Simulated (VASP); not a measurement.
The system is BiTe.

```
Bi Te
1.0
     0.00000    3.23500    3.23500
     3.23500    0.00000    3.23500
     3.23500    3.23500    0.00000
Bi Te
1 1
Cartesian
  0.1500 -0.1500 0.1500
  3.2350 3.2350 3.2350
```

| Item | Value |
| --- | --- |
| Program | VASP 6.6.1 |
| Task | relaxation of the atoms |
| Functional | r2SCAN |
| Potentials or basis | VASP PAW PBE potentials, release 64 (Bi_d, Te) |
| Cutoff | 520 eV |
| k mesh | 4 × 4 × 4 |
| Occupations | gaussian, width 0.1 eV |
| Spin | no spin polarisation |

At the start: pressure 1.1 GPa; volume 33.86 Å³/atom.

Task: How do energy, volume and symmetry change on relaxing?

Result: Over 3 steps the energy falls by 62.3 meV/atom; space group Fm-3m (No. 225, to 0.05 Å).

Step by step:
```
step  energy change (eV)  largest force (eV/Å)  pressure (GPa)
   1              0.0000                0.8990            1.11
   2             -0.0674                0.6466            0.24
   3             -0.1247                0.0151           -0.38
```

Final structure:
```xyz
2
Lattice="0.0000 3.2350 3.2350 3.2350 0.0000 3.2350 3.2350 3.2350 0.0000" Properties=species:S:1:pos:R:3 pbc="T T T"
Bi    3.3111    6.3939    3.3111
Te    3.3089    3.1611    3.3089
```

Caveat: the k points lie up to 0.42 Å⁻¹ apart; the PAW data sets were made with another functional, which shifts forces and pressure a little; the relaxation stopped at a loose force limit of 0.05 eV/Å, so its end isn't a converged minimum.
